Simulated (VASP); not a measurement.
Set up this calculation in VASP 6.6.1, as the native input.

```yaml
Task: single point
Functional: PBEsol
Potentials_or_basis: VASP PAW PBE potentials, release 64 (Zn, Mg, O)
Cutoff: 700 eV
k_mesh: 1 × 1 × 1, shifted
Occupations: fermi-dirac, width 0.05 eV
Spin: no spin polarisation
Dipole_correction: no
Mended: yes
Further_INCAR_settings: LREAL = Auto; ALGO = Normal; EDIFF = 1e-06; NBANDS = 351; ISYM = -1
```

The structure of Mg9Zn7O16 lies in POSCAR:

```
Mg9Zn7O16
1.0
    9.7750617392      0.0000000000      0.0000000000
    0.0000000000     11.2973634947      0.0000000000
    0.0000000000      0.0000000000     10.2888611209
Zn Mg O
21 27 48
Direct
    0.1667430000      0.0835350000      0.2493210000
    0.4974600000      0.0831470000      0.7484120000
    0.3357830000      0.3343680000      0.2484560000
    0.1667610000      0.5858810000      0.2506330000
    0.0017060000      0.8325250000      0.7497680000
    0.8299550000      0.0821990000      0.2456260000
    0.8375180000      0.0831720000      0.7462020000
    0.6679010000      0.3334220000      0.7494700000
    0.4998980000      0.5845190000      0.7508820000
    0.0016570000      0.1664200000      0.9993420000
    0.3345030000      0.1662100000      0.4971470000
    0.3301320000      0.1683960000      0.9974730000
    0.1678810000      0.4169390000      0.9990830000
    0.6650970000      0.1651700000      0.5000600000
    0.5037330000      0.4165170000      0.4997560000
    0.8333330000      0.4156180000      0.4998740000
    0.6655640000      0.6651460000      0.5004570000
    0.4991930000      0.9173030000      0.4982400000
    0.4984600000      0.9157470000      0.9989550000
    0.8342800000      0.9159900000      0.4969450000
    0.8337170000      0.9167880000      0.9970620000
    0.1652790000      0.0828600000      0.7455760000
    0.9991000000      0.3343630000      0.2460190000
    0.0011120000      0.3317220000      0.7478960000
    0.4998710000      0.0833340000      0.2450700000
    0.3330350000      0.3329720000      0.7446490000
    0.1672260000      0.5813730000      0.7469510000
    0.9997970000      0.8354030000      0.2465610000
    0.6677190000      0.3312250000      0.2471750000
    0.5003380000      0.5812170000      0.2466460000
    0.3334970000      0.8341200000      0.2484790000
    0.3342550000      0.8333740000      0.7489370000
    0.8320110000      0.5820930000      0.2487540000
    0.8315630000      0.5838750000      0.7476160000
    0.6657770000      0.8327520000      0.2473720000
    0.6671620000      0.8371660000      0.7464280000
    0.9968790000      0.1672760000      0.4944790000
    0.1662780000      0.4170860000      0.4954180000
    0.9986570000      0.6685150000      0.4986260000
    0.9997880000      0.6647450000      0.9984150000
    0.6677640000      0.1644250000      0.9941320000
    0.4989120000      0.4146620000      0.9959560000
    0.3367620000      0.6660610000      0.4989320000
    0.3323100000      0.6654420000      0.9988520000
    0.1666170000      0.9170010000      0.4983140000
    0.1671750000      0.9198120000      0.9986820000
    0.8331810000      0.4165640000      0.9968210000
    0.6669880000      0.6674650000      0.9972120000
    0.9990830000      0.1664380000      0.1926670000
    0.0009260000      0.1672760000      0.6863910000
    0.3322930000      0.1676910000      0.1904540000
    0.3324900000      0.1663660000      0.6898090000
    0.1675960000      0.4180530000      0.1931840000
    0.1662400000      0.4156210000      0.6877590000
    0.9986610000      0.6673280000      0.1918720000
    0.9997670000      0.6657930000      0.6914530000
    0.6655950000      0.1661820000      0.1864080000
    0.6667560000      0.1657890000      0.6931740000
    0.5018570000      0.4152960000      0.1883580000
    0.5012150000      0.4174340000      0.6929650000
    0.3341250000      0.6672880000      0.1918290000
    0.3334620000      0.6668000000      0.6916530000
    0.1673480000      0.9173320000      0.1910000000
    0.1677400000      0.9160590000      0.6909930000
    0.8326480000      0.4165910000      0.1889820000
    0.8345030000      0.4166460000      0.6933130000
    0.6664730000      0.6663850000      0.1896730000
    0.6657790000      0.6690790000      0.6936580000
    0.4996540000      0.9164290000      0.1916360000
    0.4994090000      0.9175410000      0.6905990000
    0.8320770000      0.9158680000      0.1899440000
    0.8358670000      0.9165440000      0.6899090000
    0.1657040000      0.0838370000      0.4426480000
    0.1661160000      0.0841110000      0.9375480000
    0.9997710000      0.3337100000      0.4385490000
    0.0006020000      0.3331760000      0.9412330000
    0.4999180000      0.0830740000      0.4376790000
    0.4978420000      0.0829990000      0.9420240000
    0.3352130000      0.3338980000      0.4423150000
    0.3323540000      0.3335030000      0.9370660000
    0.1670100000      0.5851150000      0.4446110000
    0.1664000000      0.5829660000      0.9393350000
    0.0008780000      0.8337950000      0.4385230000
    0.0016770000      0.8325460000      0.9437950000
    0.8308800000      0.0824180000      0.4391310000
    0.8357580000      0.0828340000      0.9389930000
    0.6678000000      0.3315370000      0.4400460000
    0.6668150000      0.3319600000      0.9423860000
    0.5010980000      0.5819140000      0.4390220000
    0.4997920000      0.5826900000      0.9444730000
    0.3328230000      0.8325940000      0.4412990000
    0.3314570000      0.8323490000      0.9416090000
    0.8330070000      0.5828650000      0.4421720000
    0.8328900000      0.5831580000      0.9403680000
    0.6662460000      0.8323180000      0.4410220000
    0.6662240000      0.8341720000      0.9392230000
```

These files were run (other wordings do the same):

INCAR

```
SYSTEM = Mg9Zn7O16
ALGO = Normal
EDIFF = 1E-6
ENCUT = 700
GGA = PS
GGA_COMPAT = .FALSE.
ISIF = 2
ISMEAR = -1
ISYM = -1
KPAR = 1
LASPH = .TRUE.
LCHARG = .FALSE.
LREAL = Auto
LWAVE = .FALSE.
NBANDS = 351
NELM = 120
PREC = Accurate
SIGMA = 0.05
```

KPOINTS

```
explicit points
1
Reciprocal
  0.25000000   0.25000000   0.25000000 1
```

Potentials or basis: VASP PAW PBE potentials, release 64 (Zn, Mg, O).

The run is started by

```console
$ cat potpaw_PBE.64/Zn/POTCAR potpaw_PBE.64/Mg/POTCAR potpaw_PBE.64/O/POTCAR > POTCAR
$ mpirun -np 4 vasp_std > vasp.out
```

It gave:

The pressure is 0.1 GPa, the largest force is 0.082 eV/Å and the band gap on the k mesh is 2.79 eV.

Caveat: the PAW data sets were made with another functional, which shifts forces and pressure a little; a shifted mesh leaves out Γ, where band edges can lie.

It took 6.7 min on 4 MPI ranks on Intel(R) Xeon(R) Platinum 8488C (Sapphire Rapids), with other jobs on the host, peak memory 0.63 GiB a rank.
